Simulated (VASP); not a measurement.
# Pt (Fm-3m) in VASP: further runs, part 2 of 2

VASP 6.6.1. The steps go on from the part before.

### 3 Single point, LDA (volume scaled by 1.06)

INCAR reads:

```
SYSTEM = Pt
PREC = Accurate
ENCUT = 520
EDIFF = 1E-6
ISMEAR = -1
SIGMA = 0.05
LREAL = .False.
LASPH = .True.
NELM = 60
ALGO = Normal
ISIF = 2
LWAVE = .False.
LCHARG = .False.
GGA = CA
NBANDS = 11
```

KPOINTS reads:

```
regular mesh
0
Gamma
  16 16 16
  0 0 0
```

POSCAR reads:

```
Pt
1.0
    0.0000000000      2.0102433348      2.0102433348
    2.0102433348      0.0000000000      2.0102433348
    2.0102433348      2.0102433348      0.0000000000
Pt
1
Direct
    0.0000000000      0.0000000000      0.0000000000
```

Potentials or basis: VASP PAW LDA potentials, release 64 (Pt).

Command:

```sh
cat potpaw_LDA.64/Pt/POTCAR > POTCAR
mpirun -np 1 vasp_std > vasp.out
```

OUTCAR:

```text
SYSTEM = Pt
   PREC = Accurate
   ENCUT = 520
   EDIFF = 1E-6
   ISMEAR = -1
   LREAL = .False.
   LASPH = .True.
   NELM = 60
   ISIF = 2
   GGA = CA

 ion  position               nearest neighbor table
   1  0.000  0.000  0.000-

  LATTYP: Found a face centered cubic cell.
 ALAT       =     4.0204866696

  Lattice vectors:

 A1 = (   0.0000000000,   2.0102433348,   2.0102433348)
 A2 = (   2.0102433348,   0.0000000000,   2.0102433348)
 A3 = (   2.0102433348,   2.0102433348,   0.0000000000)

Analysis of symmetry for initial positions (statically):
=====================================================================
 Subroutine PRICEL returns:
 Original cell was already a primitive cell.

 Routine SETGRP: Setting up the symmetry group for a
 face centered cubic supercell.

 Subroutine GETGRP returns: Found 48 space group operations
 (whereof 48 operations were pure point group operations)
 out of a pool of 48 trial point group operations.

The static configuration has the point symmetry O_h .

Analysis of symmetry for dynamics (positions and initial velocities):
=====================================================================
 Subroutine PRICEL returns:
 Original cell was already a primitive cell.

 Routine SETGRP: Setting up the symmetry group for a
 face centered cubic supercell.

 Subroutine GETGRP returns: Found 48 space group operations
 (whereof 48 operations were pure point group operations)
 out of a pool of 48 trial point group operations.

The dynamic configuration has the point symmetry O_h .

 Subroutine INISYM returns: Found 48 space group operations
 (whereof 48 operations are pure point group operations),
 and found     1 'primitive' translations

----------------------------------------------------------------------------------------

                                     Primitive cell

  volume of cell :      16.2471

  direct lattice vectors                    reciprocal lattice vectors
[... 107 lines left out ...]
  Fermi-wavevector in a.u.,A,eV,Ry     =   1.392567  2.631571 26.385013  1.939244
  Thomas-Fermi vector in A             =   2.516298
   LORBIT       =      0    0 simple, 1 ext, 2 COOP (PROOUT), +10 PAW based schemes
   GGA     = CA    functional components
   LHFCALC =     F    Hartree Fock is set to
   AEXX    =    0.0000 exact exchange contribution
   IVDW    =     0    specifies the selected vdW correction
   LEPSILON=     F    determine dielectric tensor
   LRPA    =     F    only Hartree local field effects (RPA)
 non-spin polarized calculation
  energy-cutoff  :      520.00
  volume of cell :       16.25
 maximum number of plane-waves:       452
 NGX is ok and might be reduce to    24
   NGX = 11   NGY = 11   NGZ = 11

 number of electron      10.0000000 magnetization

 number of electron       9.9999999 magnetization

 Free energy of the ion-electron system (eV)
  ---------------------------------------------------
  ext. energy  EPLUGINS =         0.00000000
  ---------------------------------------------------
  free energy    TOTEN  =        -7.40163065 eV

  energy without entropy =       -7.38245986  energy(sigma->0) =       -7.39204526

 E-fermi :   9.7184     XC(G=0): -13.2598

 val. band max:        9.7136211974   @ k =  -0.2500   0.1250   0.0000
 cond. band min:       9.7273117925   @ k =  -0.4375   0.3125   0.0000
 fundamental gap:      0.0136905951
 Fermi energy:         9.7183758307

 k-point     1 :       0.0000    0.0000    0.0000
  band No.  band energies     occupation
      1       0.3071      2.00000
      2       6.3538      2.00000
      3       6.3538      2.00000
      4       6.3538      2.00000
      5       8.2945      2.00000
      6       8.2945      2.00000
      7      24.5491      0.00000
      8      29.0490      0.00000
      9      29.0490      0.00000
     10      29.0490      0.00000
     11      34.2387      0.00000
[... 309 lines left out ...]
 k-point    24 :      -0.0625    0.0625    0.0000
  band No.  band energies     occupation
      1       0.6931      2.00000
      2       6.1796      2.00000
      3       6.4885      2.00000
      4       6.5282      2.00000
      5       8.1277      2.00000
      6       8.3200      2.00000
      7      25.0995      0.00000
      8      27.4816      0.00000
      9      29.0298      0.00000
     10      29.8784      0.00000
     11      35.5143      0.00000

 [... further k-points ...]
[... 5 lines left out ...]
  --------------------------------------------------------------------------------------
  -------------------------------------------------------------------------------------
  Total       -2.2624669     -2.2624669     -2.2624669      0.0000000      0.0000000      0.0000000
  in kB     -223.1089151   -223.1089151   -223.1089151      0.0000000      0.0000000      0.0000000
  external PRESSURE =    -223.1089151 kB  Pullay stress =       0.0000000 kB

 VOLUME and BASIS-vectors are now :
 -----------------------------------------------------------------------------
  energy-cutoff  :      520.00
  volume of cell :       16.25
      direct lattice vectors                 reciprocal lattice vectors
     0.000000000  2.010243335  2.010243335    -0.248726108  0.248726108  0.248726108
     2.010243335  0.000000000  2.010243335     0.248726108 -0.248726108  0.248726108
     2.010243335  2.010243335  0.000000000     0.248726108  0.248726108 -0.248726108

 POSITION                                       TOTAL-FORCE (eV/Angst)
 -----------------------------------------------------------------------------------
      0.00000      0.00000      0.00000         0.000000      0.000000      0.000000
 -----------------------------------------------------------------------------------
    total drift:                                0.000000      0.000000     -0.000000

  FREE ENERGIE OF THE ION-ELECTRON SYSTEM (eV)
  ---------------------------------------------------
  free  energy   TOTEN  =        -7.4016306509 eV

  energy  without entropy=       -7.3824598604  energy(sigma->0) =       -7.39204526
```

OSZICAR:

```text
N       E                     dE             d eps       ncg     rms          rms(c)
DAV:   1     0.380442894832E+02    0.38044E+02   -0.53152E+03  3270   0.834E+02
DAV:   2    -0.723806785326E+01   -0.45282E+02   -0.42982E+02  3656   0.172E+02
DAV:   3    -0.785191659383E+01   -0.61385E+00   -0.60929E+00  3752   0.191E+01
DAV:   4    -0.785437678207E+01   -0.24602E-02   -0.24600E-02  3655   0.143E+00
DAV:   5    -0.785439776225E+01   -0.20980E-04   -0.20979E-04  3733   0.123E-01    0.106E+01
DAV:   6    -0.743836013911E+01    0.41604E+00   -0.11338E+00  3418   0.803E+00    0.541E+00
DAV:   7    -0.740561958729E+01    0.32741E-01   -0.11000E-01  3694   0.241E+00    0.243E+00
DAV:   8    -0.740177699607E+01    0.38426E-02   -0.32742E-03  3481   0.545E-01    0.509E-01
DAV:   9    -0.740162785912E+01    0.14914E-03   -0.79226E-05  3520   0.853E-02    0.157E-02
DAV:  10    -0.740163061031E+01   -0.27512E-05   -0.17505E-06  3548   0.888E-03    0.254E-03
DAV:  11    -0.740163065089E+01   -0.40578E-07   -0.66329E-08  1901   0.227E-03
   1 F= -.74016307E+01 E0= -.73920453E+01  d E =-.191708E-01
```

stdout:

```text
POSCAR found type information on POSCAR Pt
 POSCAR found :  1 types and       1 ions
 scaLAPACK will be used
 LDA part: xc-table for (Slater(with rela. corr.)+CA(PZ))
 , standard interpolation
 POSCAR, INCAR and KPOINTS ok, starting setup
 FFT: planning ... GRIDC
 FFT: planning ... GRID_SOFT
 FFT: planning ... GRID
 WAVECAR not read
 entering main loop
```

It took 12 s on 1 thread of Intel Xeon Platinum 8559C (Emerald Rapids), shared host; peak memory 0.14 GiB.

Results:

| Property | Result |
| --- | --- |
| Free energy | -7.4016 eV |
| Pressure | -22.3 GPa |
| Band gap on the k mesh | zero (band 5 reaches 10.15 eV, above the bottom of band 6 at 8.21 eV) |

Levels at points of the mesh, in eV from the Fermi level:
```tsv
k point	band 2	band 3	band 4	band 5	band 6	band 7	band 8	band 9
(0.00, 0.00, 0.00)	-3.36	-3.36	-3.36	-1.42	-1.42	14.83	19.33	19.33
(0.50, 0.00, 0.00)	-3.40	-3.40	-0.16	0.05	0.05	5.29	14.37	18.39
(0.50, 0.50, 0.00)	-5.89	0.03	0.43	0.43	1.93	8.10	11.12	11.12
```

Caveat: spin-orbit coupling is left out, which moves the levels of the heavy elements.
